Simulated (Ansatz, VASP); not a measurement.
**TePb in VASP and in Ansatz**

```xyz
2
Lattice="0.0000 3.2310 3.2310 3.2310 0.0000 3.2310 3.2310 3.2310 0.0000" Properties=species:S:1:pos:R:3 pbc="T T T"
Pb    0.0000    0.0000    0.0000
Te    3.2310    3.2310    3.2310
```

Alike in both runs: task relaxation of cell and atoms; functional PBEsol; dispersion D3(BJ); k mesh 7 × 7 × 7; occupations fermi-dirac, width 0.05 eV; no spin polarisation.

```csv
,VASP,Ansatz
version,VASP 6.6.1,Ansatz 0.2.0
potentials or method,"VASP PAW PBE potentials, release 64 (Pb_d, Te), cutoff 600 eV","all-electron LAPW, scalar-relativistic"
```

|  | VASP | Ansatz | Ansatz less VASP |
| --- | --- | --- | --- |
| relaxed volume (Å³/atom) | 32.00 | 32.00 | -0.005 |
| relaxed cell length with the largest relative difference (Å) | 4.490 | 4.490 | -0.0002 |

VASP's potentials were made for PBE, not for PBEsol. Ansatz ran all-electron here, and VASP with PAW potentials.

Neither program's run includes spin-orbit coupling.
